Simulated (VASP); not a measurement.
A run of VASP 6.6.1 is set up as follows.

File INCAR:

```
SYSTEM = F
PREC = Accurate
ENCUT = 520
EDIFF = 1E-7
ISMEAR = 0
SIGMA = 0.05
LREAL = .FALSE.
LASPH = .TRUE.
NELM = 100
ALGO = Normal
ISIF = 2
LWAVE = .FALSE.
LCHARG = .TRUE.
GGA = PS
LELF = .TRUE.
LVHAR = .TRUE.
NBANDS = 22
```

KPOINTS

```
Automatic mesh
0
G
  4 4 2
  0 0 0
```

Contents of POSCAR:

```
F
1.0
    3.0712726503     -1.7651656529     -0.2368830422
    3.0712726503      1.7651656529     -0.2368830422
   -2.3093624171      0.0000000000      7.0690049337
F
4
Direct
    0.0848459664      0.0848459664      0.1019959513
    0.9151540336      0.9151540336      0.8980040487
    0.5015719855      0.5015719855      0.5937195244
    0.4984280145      0.4984280145      0.4062804756
```

Potentials or basis: VASP PAW PBE potentials, release 64 (F).

The run is started by

```console
$ cat potpaw_PBE.64/F/POTCAR > POTCAR
$ mpirun -np 1 vasp_std > vasp.out
```

**Question.** Predict the band gap on the k mesh.

**Answer.** 2.37 eV (least direct gap 2.47 eV).

**Question.** Predict the largest force.

**Answer.** 1.790 eV/Å.

**Question.** Estimate the pressure.

**Answer.** -1.5 GPa.

Forces in eV/Å, atoms in the order of the input:
```
F   -0.664  0.000 -1.662
F    0.664  0.000  1.662
F   -0.265  0.000  0.932
F    0.265  0.000 -0.932
```

Caveat: the k points lie up to 0.52 Å⁻¹ apart; the cell differs from its parent crystal (atoms shifted along a free coordinate); this functional lacks dispersion, which holds the molecules together, so the pressure and a relaxed volume are unreliable; the PAW data sets were made with another functional, which shifts forces and pressure a little. A k mesh can miss the band edges.
